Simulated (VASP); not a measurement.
# Al3GaN4: single point with PBEsol

Al3GaN4:

```
Al Ga N
1.0
     4.29023    0.00000    0.00000
     0.00000    4.29023    0.00000
     0.00000    0.00000    5.14656
Al Ga N
3 1 4
Direct
  0.50000 0.50000 0.00000
  0.50000 0.00000 0.50000
  0.00000 0.50000 0.50000
  0.00000 0.00000 0.00000
  0.74471 0.74471 0.25529
  0.74471 0.25529 0.74471
  0.25529 0.74471 0.74471
  0.25529 0.25529 0.25529
```

```yaml
Program: VASP 6.6.1
Task: single point
Functional: PBEsol
Potentials_or_basis: VASP PAW PBE potentials, release 64 (Al, Ga_d, N)
Cutoff: 520 eV
k_mesh: 6 × 6 × 6
Occupations: gaussian, width 0.05 eV
Spin: no spin polarisation
Dipole_correction: no
Further_INCAR_settings: ALGO = Normal; EDIFF = 1e-07; NBANDS = 31
```

The pressure is -17.7 GPa. The largest force is 0.111 eV/Å and the band gap on the k mesh is 1.91 eV (least direct gap 2.00 eV).

Forces on the atoms (eV/Å):
```
Al   0.000  0.000  0.000
Al   0.000  0.000  0.000
Al   0.000  0.000  0.000
Ga   0.000  0.000  0.000
N   -0.052 -0.052 -0.083
N   -0.052  0.052  0.083
N    0.052 -0.052  0.083
N    0.052  0.052 -0.083
```

Stress tensor (GPa, compression positive):
```
 -5.54   0.00   0.00
  0.00  -5.54   0.00
  0.00   0.00 -42.04
```

Levels at points of the mesh, in eV from the valence-band top:
| k point | band 19 | band 20 | band 21 | band 22 | band 23 | band 24 |
| --- | --- | --- | --- | --- | --- | --- |
| (0.00, 0.00, 0.00) | -1.13 | -0.09 | -0.09 | 1.91 | 2.60 | 2.60 |
| (0.50, 0.00, 0.00) | -1.86 | -1.52 | -1.39 | 4.53 | 4.62 | 5.82 |
| (0.50, 0.50, 0.00) | -0.23 | -0.14 | -0.14 | 5.83 | 6.39 | 6.39 |
| (0.00, 0.00, 0.50) | -0.86 | -0.65 | -0.65 | 4.36 | 4.52 | 4.56 |
| (0.50, 0.00, 0.50) | -1.55 | -1.39 | -1.29 | 5.00 | 5.91 | 5.96 |
| (0.50, 0.50, 0.50) | -0.27 | -0.12 | -0.12 | 3.32 | 4.46 | 4.49 |

It took 2.7 min on 1 thread of Intel Xeon 8259CL, on a shared host, peak memory 0.26 GiB.

Caveat: the cell stands under tension; the PAW data sets were made with another functional, which shifts forces and pressure a little. A k mesh can miss the band edges.
